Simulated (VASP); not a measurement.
# Y (Fm-3m) in VASP: a series of runs

Aim: see how the results for Y move with the level of theory and the settings. Levels: PBE+D4, PBE+D3(BJ). Tasks: single point.

Program: VASP 6.6.1. These are calculated values, not measurements. Logs are shortened: lines on timing, memory, paths and dates and some standing lists are left out, and cuts for length are marked.

### 1 The cell of the first run

Symmetry: Fm-3m, No. 225, cubic system. Conventional cell: a = 5.015 Å, b = 5.015 Å, c = 5.015 Å, α = 90.00°, β = 90.00°, γ = 90.00°. Y (site symmetry m-3m) has 12 Y at 3.55 Å within 4.7 Å.

### 2 Single point, PBE+D4

File INCAR:

```
SYSTEM = Y
  PREC = Accurate
  ENCUT = 520
  EDIFF = 1E-6
  ISMEAR = -1
  SIGMA = 0.05
  LREAL = .FALSE.
  LASPH = .TRUE.
  NELM = 80
  ALGO = Normal
  ISIF = 2
  LWAVE = .FALSE.
  LCHARG = .FALSE.
  GGA = PE
  IVDW = 13
  NBANDS = 12
```

File KPOINTS:

```
Automatic mesh
0
G
  9 9 9
  0 0 0
```

File POSCAR:

```
Y
1.0
    0.0000000000      2.5074878146      2.5074878146
    2.5074878146      0.0000000000      2.5074878146
    2.5074878146      2.5074878146      0.0000000000
Y
1
Direct
    0.0000000000      0.0000000000      0.0000000000
```

Potentials or basis: VASP PAW PBE potentials, release 64 (Y_sv).

Launch:

```
cat potpaw_PBE.64/Y_sv/POTCAR > POTCAR
mpirun -np 1 vasp_std > vasp.out
```

OUTCAR:

```text
SYSTEM = Y
   PREC = Accurate
   ENCUT = 520
   EDIFF = 1E-6
   ISMEAR = -1
   LREAL = .FALSE.
   LASPH = .TRUE.
   NELM = 80
   ISIF = 2
   GGA = PE
   IVDW = 13

 ion  position               nearest neighbor table
   1  0.000  0.000  0.000-

  LATTYP: Found a face centered cubic cell.
 ALAT       =     5.0149756292

  Lattice vectors:

 A1 = (   0.0000000000,   2.5074878146,   2.5074878146)
 A2 = (   2.5074878146,   0.0000000000,   2.5074878146)
 A3 = (   2.5074878146,   2.5074878146,   0.0000000000)

Analysis of symmetry for initial positions (statically):
=====================================================================
 Subroutine PRICEL returns:
 Original cell was already a primitive cell.

 Routine SETGRP: Setting up the symmetry group for a
 face centered cubic supercell.

 Subroutine GETGRP returns: Found 48 space group operations
 (whereof 48 operations were pure point group operations)
 out of a pool of 48 trial point group operations.

The static configuration has the point symmetry O_h .

Analysis of symmetry for dynamics (positions and initial velocities):
=====================================================================
 Subroutine PRICEL returns:
 Original cell was already a primitive cell.

 Routine SETGRP: Setting up the symmetry group for a
 face centered cubic supercell.

 Subroutine GETGRP returns: Found 48 space group operations
 (whereof 48 operations were pure point group operations)
 out of a pool of 48 trial point group operations.

The dynamic configuration has the point symmetry O_h .

 Subroutine INISYM returns: Found 48 space group operations
 (whereof 48 operations are pure point group operations),
 and found     1 'primitive' translations

----------------------------------------------------------------------------------------

                                     Primitive cell

  volume of cell :      31.5316

  direct lattice vectors                    reciprocal lattice vectors
     0.000000000  2.507487815  2.507487815    -0.199402764  0.199402764  0.199402764
     2.507487815  0.000000000  2.507487815     0.199402764 -0.199402764  0.199402764
     2.507487815  2.507487815  0.000000000     0.199402764  0.199402764 -0.199402764

  length of vectors
     3.546123275  3.546123275  3.546123275     0.345375718  0.345375718  0.345375718

  position of ions in fractional coordinates (direct lattice)
     0.000000000  0.000000000  0.000000000

  ion indices of the primitive-cell ions
   primitive index   ion index
                 1           1

----------------------------------------------------------------------------------------

 KPOINTS: Automatic mesh

Automatic generation of k-mesh.
 Grid dimensions read from file:
 generate k-points for:    9    9    9

 Generating k-lattice:

  Cartesian coordinates                     Fractional coordinates (reciprocal lattice)
    -0.022155863  0.022155863  0.022155863     0.111111111  0.000000000  0.000000000
     0.022155863 -0.022155863  0.022155863     0.000000000  0.111111111  0.000000000
     0.022155863  0.022155863 -0.022155863     0.000000000  0.000000000  0.111111111

  Length of vectors
     0.038375080  0.038375080  0.038375080

  Shift w.r.t. Gamma in fractional coordinates (k-lattice)
     0.000000000  0.000000000  0.000000000

 Subroutine IBZKPT returns following result:
 ===========================================

 Found     35 irreducible k-points:

 Following reciprocal coordinates:
            Coordinates               Weight
  0.000000  0.000000  0.000000      1.000000
  0.111111  0.000000  0.000000      8.000000
  0.222222  0.000000  0.000000      8.000000
  0.333333  0.000000  0.000000      8.000000
  0.444444  0.000000  0.000000      8.000000
  0.111111  0.111111  0.000000      6.000000
[... 16 lines left out ...]
 -0.333333  0.333333  0.000000     12.000000
  0.444444  0.444444  0.000000      6.000000
 [... further k-points ...]
   k-points           NKPTS =     35   k-points in BZ     NKDIM =     35   number of bands    NBANDS=     12
   number of dos      NEDOS =    301   number of ions     NIONS =      1
   total plane-waves  NPLWV =  21952
   dimension x,y,z NGX =    28 NGY =   28 NGZ =   28
   dimension x,y,z NGXF=    56 NGYF=   56 NGZF=   56
   ions per type =               1
   NGX,Y,Z   is equivalent  to a cutoff of  13.13, 13.13, 13.13 a.u.
   NGXF,Y,Z  is equivalent  to a cutoff of  26.25, 26.25, 26.25 a.u.
 SYSTEM =  Y
   PREC   = accura    normal or accurate (medium, high low for compatibility)
   ISTART =      0    job   : 0-new  1-cont  2-samecut
   ICHARG =      2    charge: 1-file 2-atom 10-const
   ISPIN  =      1    spin polarized calculation?
   LNONCOLLINEAR =      F non collinear calculations
   LSORBIT =      F    spin-orbit coupling
   LASPH  =      T    aspherical Exc in radial PAW
   ENCUT  =  520.0 eV  38.22 Ry    6.18 a.u.   6.59  6.59  6.59*2*pi/ulx,y,z
   NELM   =     80;   NELMIN=  2; NELMDL= -5     # of ELM steps
   EDIFF  = 0.1E-05   stopping-criterion for ELM
   LREAL  =      F    real-space projection
   EDIFFG = 0.1E-04   stopping-criterion for IOM
   NSW    =      0    number of steps for IOM
   IBRION =     -1    ionic relax: 0-MD 1-quasi-New 2-CG
   NFREE  =      0    steps in history (QN), initial steepest desc. (CG)
   ISIF   =      2    stress and relaxation
   ISYM   =      2    0-nonsym 1-usesym 2-fastsym
   POTIM  = 0.5000    time-step for ionic-motion
   TEBEG  =    0.0;   TEEND  =   0.0 temperature during run
   PSTRESS=    0.0 pullay stress
   NELECT =      11.0000    total number of electrons
   NUPDOWN=      -1.0000    fix difference up-down
   EMIN   =  10.00;   EMAX   =-10.00  energy-range for DOS
   EFERMI =   0.00;   METHOD = LEGACY
   ISMEAR =    -1;   SIGMA  =   0.05  broadening in eV -4-tet -1-fermi 0-gaus
   EFERMI_NEDOS =   21; number of points for ismear=-14 and -15
   IALGO  =     38    algorithm
   IMIX   =      4    mixing-type and parameters
     AMIX     =   0.40;   BMIX     =  1.00
     AMIX_MAG =   1.60;   BMIX_MAG =  1.00
  volume/ion in A,a.u.               =      31.53       212.79
  Fermi-wavevector in a.u.,A,eV,Ry     =   1.152454  2.177822 18.070578  1.328150
  Thomas-Fermi vector in A             =   2.289105
   LORBIT       =      0    0 simple, 1 ext, 2 COOP (PROOUT), +10 PAW based schemes
   GGA     = PE    functional components
   LHFCALC =     F    Hartree Fock is set to
   AEXX    =    0.0000 exact exchange contribution
   IVDW    =    13    specifies the selected vdW correction
   LEPSILON=     F    determine dielectric tensor
   LRPA    =     F    only Hartree local field effects (RPA)
 non-spin polarized calculation
  energy-cutoff  :      520.00
  volume of cell :       31.53
 maximum number of plane-waves:       869
   NGX = 13   NGY = 13   NGZ = 13

 number of electron      11.0000000 magnetization

 Free energy of the ion-electron system (eV)
  ---------------------------------------------------
  ext. energy  EPLUGINS =         0.00000000
  ---------------------------------------------------
  free energy    TOTEN  =        -6.41085255 eV

  energy without entropy =       -6.39709328  energy(sigma->0) =       -6.40397292

 E-fermi :   3.2866     XC(G=0):  -9.5829

 val. band max:        3.2662064080   @ k =  -0.4444   0.2222   0.1111
 cond. band min:       3.3074200711   @ k =  -0.3333   0.4444   0.2222
 fundamental gap:      0.0412136631
 Fermi energy:         3.2866296547

 k-point     1 :       0.0000    0.0000    0.0000
  band No.  band energies     occupation
      1     -39.3531      2.00000
      2     -19.0268      2.00000
      3     -19.0268      2.00000
      4     -19.0268      2.00000
      5      -1.5507      2.00000
      6       5.0734      0.00000
      7       5.0734      0.00000
      8       5.0734      0.00000
      9       7.1586      0.00000
     10       7.1586      0.00000
     11      12.3115      0.00000
     12      15.6817      0.00000

 k-point     2 :       0.1111    0.0000    0.0000
  band No.  band energies     occupation
      1     -39.3445      2.00000
      2     -19.1044      2.00000
      3     -19.0365      2.00000
      4     -19.0365      2.00000
      5      -1.2362      2.00000
      6       4.7377      0.00000
      7       5.2121      0.00000
      8       5.2121      0.00000
      9       7.0102      0.00000
     10       7.0102      0.00000
     11      12.9950      0.00000
     12      14.5281      0.00000

 k-point     3 :       0.2222    0.0000    0.0000
  band No.  band energies     occupation
      1     -39.3224      2.00000
      2     -19.2957      2.00000
      3     -19.0609      2.00000
      4     -19.0609      2.00000
      5      -0.3989      2.00000
      6       4.1138      0.00000
      7       5.3565      0.00000
      8       5.3565      0.00000
      9       7.0135      0.00000
     10       7.0135      0.00000
     11      12.7892      0.00000
     12      14.7165      0.00000
[... 286 lines left out ...]
 k-point    23 :      -0.3333    0.3333    0.0000
  band No.  band energies     occupation
      1     -39.2600      2.00000
      2     -19.4504      2.00000
      3     -19.4452      2.00000
      4     -19.1728      2.00000
      5       2.6644      1.99999
      6       2.7676      1.99994
      7       3.9626      0.00000
      8       6.4252      0.00000
      9       7.9144      0.00000
     10       9.0598      0.00000
     11      12.1758      0.00000
     12      12.6925      0.00000

 k-point    24 :       0.4444    0.4444    0.0000
  band No.  band energies     occupation
      1     -39.2570      2.00000
      2     -19.5984      2.00000
      3     -19.2435      2.00000
      4     -19.2435      2.00000
      5       1.4366      2.00000
      6       2.3811      2.00000
      7       5.2727      0.00000
      8       8.6244      0.00000
      9       8.6922      0.00000
     10       8.6922      0.00000
     11      11.7649      0.00000
     12      11.7649      0.00000

 [... further k-points ...]

------------------------ aborting loop because EDIFF is reached ----------------------------------------

  DFT-D4 for vdW energy calculation

  Edisp (eV):   -0.25018

  FORCE on cell =-STRESS in cart. coord.  units (eV):
  Direction    XX          YY          ZZ          XY          YZ          ZX
  --------------------------------------------------------------------------------------
  -------------------------------------------------------------------------------------
  Total      -0.02235    -0.02235    -0.02235     0.00000     0.00000    -0.00000
  in kB      -1.13558    -1.13558    -1.13558     0.00000     0.00000    -0.00000
  external pressure =       -1.14 kB  Pullay stress =        0.00 kB

 VOLUME and BASIS-vectors are now :
 -----------------------------------------------------------------------------
  energy-cutoff  :      520.00
  volume of cell :       31.53
      direct lattice vectors                 reciprocal lattice vectors
     0.000000000  2.507487815  2.507487815    -0.199402764  0.199402764  0.199402764
     2.507487815  0.000000000  2.507487815     0.199402764 -0.199402764  0.199402764
     2.507487815  2.507487815  0.000000000     0.199402764  0.199402764 -0.199402764

 POSITION                                       TOTAL-FORCE (eV/Angst)
 -----------------------------------------------------------------------------------
      0.00000      0.00000      0.00000         0.000000     -0.000000      0.000000
 -----------------------------------------------------------------------------------
    total drift:                               -0.000000     -0.000000     -0.000000

  FREE ENERGIE OF THE ION-ELECTRON SYSTEM (eV)
  ---------------------------------------------------
  free  energy   TOTEN  =        -6.6610347423 eV

  energy  without entropy=       -6.6472754718  energy(sigma->0) =       -6.65415511
```

Wall time 12 s (1 thread of Intel Xeon Platinum 8375C at 2.90GHz (Ice Lake), shared host); peak memory 0.17 GiB.

What came out:

```
Free energy                : -6.6610 eV
Pressure                   : -0.1 GPa
Dispersion energy per atom : -0.250 eV
```

Caveat: pairwise dispersion overbinds metals, which lowers pressure and volume.

### 3 Single point, PBE+D3(BJ)

This run uses another cell than the first one, of 33.24 Å³/atom, 1.054 times its volume.

File INCAR:

```
SYSTEM = Y
  ALGO = Normal
  EDIFF = 1E-6
  ENCUT = 520
  GGA = PE
  ISIF = 2
  ISMEAR = -1
  IVDW = 12
  LASPH = .TRUE.
  LCHARG = .FALSE.
  LREAL = .FALSE.
  LWAVE = .FALSE.
  NBANDS = 12
  NELM = 60
  PREC = Accurate
  SIGMA = 0.05
```

File KPOINTS:

```
k-points
0
G
  9 9 9
  0 0 0
```

File POSCAR:

```
Y
1.0
    0.0000000000      2.5519910612      2.5519910612
    2.5519910612      0.0000000000      2.5519910612
    2.5519910612      2.5519910612      0.0000000000
Y
1
Direct
    0.0000000000      0.0000000000      0.0000000000
```

Potentials or basis: VASP PAW PBE potentials, release 64 (Y_sv).

Launch:

```
cat potpaw_PBE.64/Y_sv/POTCAR > POTCAR
mpirun -np 1 vasp_std > vasp.out
```

It took 11 s on 1 thread of Intel Xeon Platinum 8375C at 2.90GHz (Ice Lake), shared host; peak memory 0.18 GiB.

The run converged. Its results:

```
Free energy                : -6.7426 eV
Pressure                   : -2.6 GPa
Dispersion energy per atom : -0.331 eV
```

Levels at points of the mesh, in eV from the Fermi level:
```
           k point  band 2  band 3  band 4  band 5  band 6  band 7  band 8  band 9
(0.00, 0.00, 0.00)  -22.48  -22.48  -22.48   -4.75    1.73    1.73    1.73    3.69
```

Caveat: three body term missing; pairwise dispersion overbinds metals, which lowers pressure and volume.
